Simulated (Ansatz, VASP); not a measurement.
# HfN in VASP and in Ansatz

The input POSCAR:

```
HfN
1.0
    0.0000000000      2.4548220000      2.3627661750
    2.4548220000      0.0000000000      2.3627661750
    2.4548220000      2.4548220000      0.0000000000
Hf N
1 1
Direct
    0.0000000000      0.0000000000      0.0000000000
    0.7500000000      0.7500000000      0.7500000000
```

Contents of INCAR.step1:

```
SYSTEM = HfN
PREC = Accurate
ENCUT = 520
ISMEAR = 0
SIGMA = 0.15
LREAL = .FALSE.
LASPH = .TRUE.
NELM = 80
NBANDS = 14
GGA = PE
ALGO = Normal
EDIFF = 1E-4
LWAVE = .TRUE.
LCHARG = .FALSE.
```

Contents of INCAR.step2:

```
SYSTEM = HfN
PREC = Accurate
ENCUT = 520
EDIFF = 1E-6
ISMEAR = 0
SIGMA = 0.15
LREAL = .FALSE.
LASPH = .TRUE.
NELM = 80
ALGO = Normal
ISIF = 2
LWAVE = .FALSE.
LCHARG = .TRUE.
METAGGA = R2SCAN
LMIXTAU = .TRUE.
LELF = .TRUE.
LVHAR = .TRUE.
NBANDS = 14
ISTART = 1
```

The input KPOINTS:

```
regular mesh
0
G
  16 16 16
  0 0 0
```

Input for Ansatz:

```yaml
crystal:
  lattice:
    - [0.0, 2.454822, 2.362766175]
    - [2.454822, 0.0, 2.362766175]
    - [2.454822, 2.454822, 0.0]
  atoms:
    - { symbol: Hf, position: [0.0, 0.0, 0.0] }
    - { symbol: "N", position: [0.75, 0.75, 0.75] }
basis:
  ecutwfc: 500
kpoints:
  mp_grid: { grid: [16, 16, 16] }
hamiltonian:
  xc: r2scan
scf:
  occupations: { method: gaussian, width: 0.15 }
output:
  forces: true
  stress: true
  eigenvalues: true
```

Change from the starting cell: strain -0.0375 x Voigt [0, 0, 1, 0, 0, 0], atoms carried along.

Alike in both runs: task single point; functional r2SCAN; k mesh 16 × 16 × 16; occupations gaussian, width 0.15 eV; no spin polarisation.

```csv
,VASP,Ansatz
version,VASP 6.6.1,Ansatz 0.2.0
potentials or method,"VASP PAW PBE potentials, release 64 (Hf_pv, N), cutoff 520 eV","scalar-relativistic, plane waves, PAW"
valence electrons in the cell,15,31
```

```csv
,VASP,Ansatz,Ansatz less VASP
gap on the k mesh at the Fermi level (eV),none,none,-
pressure (GPa),4.4,5.8,+1.31
"traceless stress, the component that is largest in VASP (GPa)",3.92,3.90,-0.021
```

VASP's potentials were made for PBE, not for r2SCAN. A gap of «none» marks a metal or a gap that the smearing closes. VASP's potentials hold 15 valence electrons a cell and Ansatz's 31, so a difference there can come from the potentials and not from the codes.

Spin-orbit coupling is off throughout.
